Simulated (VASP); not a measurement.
# BP (F-43m) in VASP: further runs

The runs below take BP through relaxation of cell and atoms, with PBE+D4, revPBE+D3(BJ).

Everything below comes from runs of VASP 6.6.1. Logs are shortened: lines on timing, memory, paths and dates and some standing lists are left out, and cuts for length are marked.

## 1. The cell of the first run

The structure is cubic, space group F-43m (No. 216). The conventional cell has a = 4.538 Å, b = 4.538 Å, c = 4.538 Å, α = 90.00°, β = 90.00°, γ = 90.00°. Within 2.6 Å of B (site symmetry -43m) lie 4 P at 1.97 Å. P (site symmetry -43m) has 4 B at 1.97 Å within 2.6 Å.

## 2. Relaxation of cell and atoms, PBE+D4

Input file INCAR:

```
  ALGO = Normal
  EDIFF = 1E-7
  EDIFFG = -0.01
  ENCUT = 600
  GGA = PE
  IBRION = 2
  ISIF = 3
  ISMEAR = 0
  IVDW = 13
  LASPH = T
  LCHARG = F
  LREAL = F
  LWAVE = F
  NELM = 100
  NSW = 80
  PREC = Accurate
  SIGMA = 0.01
```

Input file KPOINTS:

```
k-points
0
Gamma
  8 8 8
```

Input file POSCAR:

```
BP
1.0
    0.0000000000      2.2690000000      2.2690000000
    2.2690000000      0.0000000000      2.2690000000
    2.2690000000      2.2690000000      0.0000000000
B P
1 1
Direct
    0.0000000000      0.0000000000      0.0000000000
    0.2500000000      0.2500000000      0.2500000000
```

Potentials or basis: VASP PAW PBE potentials, release 64 (B, P).

Launch:

```bash
> cat potpaw_PBE.64/B/POTCAR potpaw_PBE.64/P/POTCAR > POTCAR
> mpirun -np 1 vasp_std > vasp.out
```

OUTCAR:

```text
EDIFF = 1E-7
   EDIFFG = -0.01
   ENCUT = 600
   GGA = PE
   IBRION = 2
   ISIF = 3
   ISMEAR = 0
   IVDW = 13
   LASPH = T
   LREAL = F
   NELM = 100
   NSW = 80
   PREC = Accurate

 ion  position               nearest neighbor table
   1  0.000  0.000  0.000-   2 1.97   2 1.97   2 1.97   2 1.97
   2  0.250  0.250  0.250-   1 1.97   1 1.97   1 1.97   1 1.97

  LATTYP: Found a face centered cubic cell.
 ALAT       =     4.5380000000

  Lattice vectors:

 A1 = (   0.0000000000,   2.2690000000,   2.2690000000)
 A2 = (   2.2690000000,   0.0000000000,   2.2690000000)
 A3 = (   2.2690000000,   2.2690000000,   0.0000000000)

Analysis of symmetry for initial positions (statically):
=====================================================================
 Subroutine PRICEL returns:
 Original cell was already a primitive cell.

 Routine SETGRP: Setting up the symmetry group for a
 face centered cubic supercell.

 Subroutine GETGRP returns: Found 24 space group operations
 (whereof 24 operations were pure point group operations)
 out of a pool of 48 trial point group operations.

The static configuration has the point symmetry T_d .

Analysis of symmetry for dynamics (positions and initial velocities):
=====================================================================
 Subroutine PRICEL returns:
 Original cell was already a primitive cell.

 Routine SETGRP: Setting up the symmetry group for a
 face centered cubic supercell.

 Subroutine GETGRP returns: Found 24 space group operations
 (whereof 24 operations were pure point group operations)
 out of a pool of 48 trial point group operations.

The dynamic configuration has the point symmetry T_d .

 Subroutine INISYM returns: Found 24 space group operations
 (whereof 24 operations are pure point group operations),
 and found     1 'primitive' translations

----------------------------------------------------------------------------------------

                                     Primitive cell

  volume of cell :      23.3633

  direct lattice vectors                    reciprocal lattice vectors
     0.000000000  2.269000000  2.269000000    -0.220361393  0.220361393  0.220361393
     2.269000000  0.000000000  2.269000000     0.220361393 -0.220361393  0.220361393
     2.269000000  2.269000000  0.000000000     0.220361393  0.220361393 -0.220361393

  length of vectors
     3.208850573  3.208850573  3.208850573     0.381677128  0.381677128  0.381677128

  position of ions in fractional coordinates (direct lattice)
     0.000000000  0.000000000  0.000000000
     0.250000000  0.250000000  0.250000000

  ion indices of the primitive-cell ions
   primitive index   ion index
                 1           1
                 2           2

----------------------------------------------------------------------------------------

 KPOINTS: k-points

Automatic generation of k-mesh.
 Grid dimensions read from file:
 generate k-points for:    8    8    8

 Generating k-lattice:

  Cartesian coordinates                     Fractional coordinates (reciprocal lattice)
    -0.027545174  0.027545174  0.027545174     0.125000000  0.000000000  0.000000000
     0.027545174 -0.027545174  0.027545174     0.000000000  0.125000000  0.000000000
     0.027545174  0.027545174 -0.027545174     0.000000000  0.000000000  0.125000000

  Length of vectors
     0.047709641  0.047709641  0.047709641

  Shift w.r.t. Gamma in fractional coordinates (k-lattice)
     0.000000000  0.000000000  0.000000000

 Subroutine IBZKPT returns following result:
 ===========================================

 Found     29 irreducible k-points:

 Following reciprocal coordinates:
            Coordinates               Weight
  0.000000  0.000000  0.000000      1.000000
  0.125000  0.000000  0.000000      8.000000
  0.250000  0.000000  0.000000      8.000000
  0.375000  0.000000  0.000000      8.000000
  0.500000  0.000000  0.000000      4.000000
  0.125000  0.125000  0.000000      6.000000
[... 16 lines left out ...]
  0.500000  0.250000  0.125000     48.000000
 -0.375000  0.250000  0.125000     24.000000
 [... further k-points ...]
   k-points           NKPTS =     29   k-points in BZ     NKDIM =     29   number of bands    NBANDS=      8
   number of dos      NEDOS =    301   number of ions     NIONS =      2
   total plane-waves  NPLWV =  21952
   dimension x,y,z NGX =    28 NGY =   28 NGZ =   28
   dimension x,y,z NGXF=    56 NGYF=   56 NGZF=   56
   ions per type =               1   1
   NGX,Y,Z   is equivalent  to a cutoff of  14.51, 14.51, 14.51 a.u.
   NGXF,Y,Z  is equivalent  to a cutoff of  29.01, 29.01, 29.01 a.u.
 SYSTEM =  unknown system
   PREC   = accura    normal or accurate (medium, high low for compatibility)
   ISTART =      0    job   : 0-new  1-cont  2-samecut
   ICHARG =      2    charge: 1-file 2-atom 10-const
   ISPIN  =      1    spin polarized calculation?
   LNONCOLLINEAR =      F non collinear calculations
   LSORBIT =      F    spin-orbit coupling
   LASPH  =      T    aspherical Exc in radial PAW
   ENCUT  =  600.0 eV  44.10 Ry    6.64 a.u.   6.41  6.41  6.41*2*pi/ulx,y,z
   NELM   =    100;   NELMIN=  2; NELMDL= -5     # of ELM steps
   EDIFF  = 0.1E-06   stopping-criterion for ELM
   LREAL  =      F    real-space projection
   EDIFFG = -.1E-01   stopping-criterion for IOM
   NSW    =     80    number of steps for IOM
   IBRION =      2    ionic relax: 0-MD 1-quasi-New 2-CG
   NFREE  =      1    steps in history (QN), initial steepest desc. (CG)
   ISIF   =      3    stress and relaxation
   ISYM   =      2    0-nonsym 1-usesym 2-fastsym
   POTIM  = 0.5000    time-step for ionic-motion
   TEBEG  =    0.0;   TEEND  =   0.0 temperature during run
   PSTRESS=    0.0 pullay stress
   NELECT =       8.0000    total number of electrons
   NUPDOWN=      -1.0000    fix difference up-down
   EMIN   =  10.00;   EMAX   =-10.00  energy-range for DOS
   EFERMI =   0.00;   METHOD = LEGACY
   ISMEAR =     0;   SIGMA  =   0.01  broadening in eV -4-tet -1-fermi 0-gaus
   EFERMI_NEDOS =   21; number of points for ismear=-14 and -15
   IALGO  =     38    algorithm
   IMIX   =      4    mixing-type and parameters
     AMIX     =   0.40;   BMIX     =  1.00
     AMIX_MAG =   1.60;   BMIX_MAG =  1.00
  volume/ion in A,a.u.               =      11.68        78.83
  Fermi-wavevector in a.u.,A,eV,Ry     =   1.145320  2.164342 17.847562  1.311759
  Thomas-Fermi vector in A             =   2.282009
   LORBIT       =      0    0 simple, 1 ext, 2 COOP (PROOUT), +10 PAW based schemes
   GGA     = PE    functional components
   LHFCALC =     F    Hartree Fock is set to
   AEXX    =    0.0000 exact exchange contribution
   IVDW    =    13    specifies the selected vdW correction
   LEPSILON=     F    determine dielectric tensor
   LRPA    =     F    only Hartree local field effects (RPA)
 conjugate gradient relaxation of ions
 non-spin polarized calculation
 Gauss-broadening in eV      SIGMA  =   0.01
  energy-cutoff  :      600.00
  volume of cell :       23.36
 maximum number of plane-waves:       799
 NGX is ok and might be reduce to    28
   NGX = 13   NGY = 13   NGZ = 13

--------------------------------------- Ionic step        1  -------------------------------------------

 number of electron       8.0000000 magnetization

 Free energy of the ion-electron system (eV)
  ---------------------------------------------------
  ext. energy  EPLUGINS =         0.00000000
  ---------------------------------------------------
  free energy    TOTEN  =       -12.93021809 eV

  energy without entropy =      -12.93021809  energy(sigma->0) =      -12.93021809

------------------------ aborting loop because EDIFF is reached ----------------------------------------

  DFT-D4 for vdW energy calculation

  Edisp (eV):   -0.70696

  FORCE on cell =-STRESS in cart. coord.  units (eV):
  Direction    XX          YY          ZZ          XY          YZ          ZX
  --------------------------------------------------------------------------------------
  -------------------------------------------------------------------------------------
  Total      -0.56768    -0.56768    -0.56768    -0.00000    -0.00000     0.00000
  in kB     -38.92939   -38.92939   -38.92939    -0.00000    -0.00000     0.00000
  external pressure =      -38.93 kB  Pullay stress =        0.00 kB
[... 61 lines left out ...]
  energy  without entropy=      -13.6403022048  energy(sigma->0) =      -13.64030220

--------------------------------------- Ionic step        3  -------------------------------------------

 number of electron       8.0000001 magnetization

 Free energy of the ion-electron system (eV)
  ---------------------------------------------------
  ext. energy  EPLUGINS =         0.00000000
  ---------------------------------------------------
  free energy    TOTEN  =       -12.92007361 eV

  energy without entropy =      -12.92007361  energy(sigma->0) =      -12.92007361

 E-fermi :   7.8277     XC(G=0): -11.0100

 val. band max:        7.7184946642   @ k =   0.0000   0.0000   0.0000
 cond. band min:       8.9580721006   @ k =   0.3750   0.3750   0.0000
 fundamental gap:      1.2395774363
 Fermi energy:         7.8277044124

 k-point     1 :       0.0000    0.0000    0.0000
  band No.  band energies     occupation
      1      -7.9568      2.00000
      2       7.7185      2.00000
      3       7.7185      2.00000
      4       7.7185      2.00000
      5      11.1551      0.00000
      6      11.1551      0.00000
      7      11.1551      0.00000
      8      15.4601      0.00000
[... 243 lines left out ...]
 k-point    24 :      -0.3750    0.2500    0.1250
  band No.  band energies     occupation
      1      -3.8669      2.00000
      2      -0.8806      2.00000
      3       3.1168      2.00000
      4       4.5314      2.00000
      5      11.9118      0.00000
      6      12.9998      0.00000
      7      16.1822      0.00000
      8      17.6592      0.00000

 [... further k-points ...]

------------------------ aborting loop because EDIFF is reached ----------------------------------------

  DFT-D4 for vdW energy calculation

  Edisp (eV):   -0.72396

  FORCE on cell =-STRESS in cart. coord.  units (eV):
  Direction    XX          YY          ZZ          XY          YZ          ZX
  --------------------------------------------------------------------------------------
  -------------------------------------------------------------------------------------
  Total       0.00111     0.00111     0.00111     0.00000     0.00000     0.00000
  in kB       0.07779     0.07779     0.07779     0.00000     0.00000     0.00000
  external pressure =        0.08 kB  Pullay stress =        0.00 kB
[... 17 lines left out ...]
  FREE ENERGIE OF THE ION-ELECTRON SYSTEM (eV)
  ---------------------------------------------------
  free  energy   TOTEN  =       -13.6440381036 eV

  energy  without entropy=      -13.6440381036  energy(sigma->0) =      -13.64403810

 reached required accuracy - stopping structural energy minimisation
```

Wall time 10 s (1 thread of Intel Xeon 6975P-C (Granite Rapids), shared host); peak memory 0.15 GiB.

What came out:

- Free energy: -13.6440 eV
- Relaxed volume: 11.41 Å³/atom
- Relaxed cell: a = 3.183 Å, b = 3.183 Å, c = 3.183 Å, α = 60.00°, β = 60.00°, γ = 60.00°
- Space group after relaxing (to 0.05 Å): F-43m (No. 216)
- Energy gained by relaxing: 3.4 meV/atom
- Ionic steps: 3
- Pressure after relaxing: 0.0 GPa
- Band gap on the k mesh: 1.24 eV, indirect (least direct gap 3.44 eV)
- Dispersion energy per atom: -0.362 eV

The path:
```tsv
step	energy change (eV)	largest force (eV/Å)	pressure (GPa)	volume (Å³)
1	0.0000	0.0000	-3.89	23.36
2	-0.0031	0.0000	3.09	22.42
3	-0.0069	0.0000	0.01	22.81
```

Final structure:
```
B P
1.0
     0.00000    2.25099    2.25099
     2.25099    0.00000    2.25099
     2.25099    2.25099    0.00000
B P
1 1
Direct
  0.00000 0.00000 0.00000
  0.25000 0.25000 0.25000
```

Levels at points of the mesh, in eV from the valence-band top:
```csv
k point,band 1,band 2,band 3,band 4,band 5,band 6,band 7,band 8
"(0.00, 0.00, 0.00)",-15.68,0.00,0.00,0.00,3.44,3.44,3.44,7.74
"(0.50, 0.00, 0.00)",-12.26,-9.21,-1.79,-1.79,3.93,4.73,4.73,10.21
"(0.50, 0.50, 0.00)",-10.69,-8.71,-4.20,-4.20,1.28,1.64,12.35,12.35
```

## 3. Relaxation of cell and atoms, revPBE+D3(BJ)

Input file INCAR:

```
PREC = Accurate
ENCUT = 600
EDIFF = 1E-6
ISMEAR = 0
SIGMA = 0.01
LREAL = False
LASPH = True
NELM = 80
ALGO = Normal
ISIF = 3
LWAVE = False
LCHARG = False
GGA = RE
IVDW = 12
IBRION = 2
NSW = 80
EDIFFG = -0.01
```

Input file KPOINTS:

```
regular mesh
0
Gamma
  8 8 8
```

POSCAR is that of step 2.

Potentials or basis: VASP PAW PBE potentials, release 64 (B, P).

Launch:

```bash
> cat potpaw_PBE.64/B/POTCAR potpaw_PBE.64/P/POTCAR > POTCAR
> mpirun -np 1 vasp_std > vasp.out
```

Run time: 8.1 s. Hardware: 1 thread of Intel Xeon 6975P-C (Granite Rapids), shared host; peak memory 0.16 GiB.

Results (log left out):

```yaml
Free_energy: -13.7039 eV
Relaxed_volume: 11.25 Å³/atom
Relaxed_cell: a = 3.168 Å, b = 3.168 Å, c = 3.168 Å, α = 60.00°, β = 60.00°, γ = 60.00°
Space_group_after_relaxing_to_0.05_Å: F-43m (No. 216)
Energy_gained_by_relaxing: 8.7 meV/atom
Ionic_steps: 3
Pressure_after_relaxing: 0.0 GPa
Band_gap_on_the_k_mesh: 1.22 eV, indirect (least direct gap 3.45 eV)
Dispersion_energy_per_atom: -0.678 eV
```

Step by step:
| step | energy change (eV) | largest force (eV/Å) | pressure (GPa) | volume (Å³) |
| --- | --- | --- | --- | --- |
| 1 | 0.0000 | 0.0000 | -6.20 | 23.36 |
| 2 | -0.0076 | 0.0000 | 5.19 | 21.87 |
| 3 | -0.0174 | 0.0000 | 0.00 | 22.49 |

Final structure:
```
B P
1.0
     0.00000    2.24044    2.24044
     2.24044    0.00000    2.24044
     2.24044    2.24044    0.00000
B P
1 1
Direct
  0.00000 0.00000 0.00000
  0.25000 0.25000 0.25000
```

Levels at points of the mesh, in eV from the valence-band top:
```csv
k point,band 2,band 3,band 4,band 5,band 6,band 7
"(0.00, 0.00, 0.00)",0.00,0.00,0.00,3.45,3.45,3.45
"(0.50, 0.00, 0.00)",-9.32,-1.81,-1.81,4.01,4.73,4.73
"(0.50, 0.50, 0.00)",-8.81,-4.26,-4.26,1.25,1.65,12.51
```

Caveat: the PAW data sets were made with another functional, which shifts forces and pressure a little. A k mesh can miss the band edges.
